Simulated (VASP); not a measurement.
Set up this calculation in VASP 6.6.1, as the native input.

```
Task                   : single point
Functional             : LDA
Potentials or basis    : VASP PAW LDA potentials, release 64 (Pt)
Cutoff                 : 520 eV
k mesh                 : 19 × 19 × 19
Occupations            : fermi-dirac, width 0.1 eV
Spin                   : no spin polarisation
Dipole correction      : no
Further INCAR settings : ALGO = Normal; EDIFF = 1e-07; NBANDS = 11
```

The structure of Pt lies in POSCAR:

```
Pt
1.0
   -1.4402439000      1.4402439000      1.4402439000
    1.4402439000     -1.4402439000      1.4402439000
    1.4402439000      1.4402439000     -1.4402439000
Pt
1
Direct
    0.0000000000      0.0000000000      0.0000000000
```

This cell differs from its parent crystal: volume scaled by 0.8.

One way to write it, as run:

INCAR

```
  ALGO = Normal
  EDIFF = 1E-7
  ENCUT = 520
  ISIF = 2
  ISMEAR = -1
  LASPH = T
  LCHARG = F
  LREAL = F
  LWAVE = F
  NBANDS = 11
  NELM = 80
  PREC = Accurate
  SIGMA = 0.1
```

KPOINTS

```
k-points
0
Gamma
  19 19 19
```

Potentials or basis: VASP PAW LDA potentials, release 64 (Pt).

Run with:

```console
$ cat potpaw_LDA.64/Pt/POTCAR > POTCAR
$ mpirun -np 1 vasp_std > vasp.out
```

It gave:

| Item | Value |
| --- | --- |
| Pressure | 119.7 GPa |
| Band gap on the k mesh | zero (band 5 reaches 17.56 eV, above the bottom of band 6 at 14.11 eV) |

Caveat: spin-orbit coupling is left out, which moves the levels of the heavy elements.

Wall time 9.3 s on 1 thread of Intel(R) Xeon(R) 6975P-C (Granite Rapids), on a shared host, peak memory 0.14 GiB.
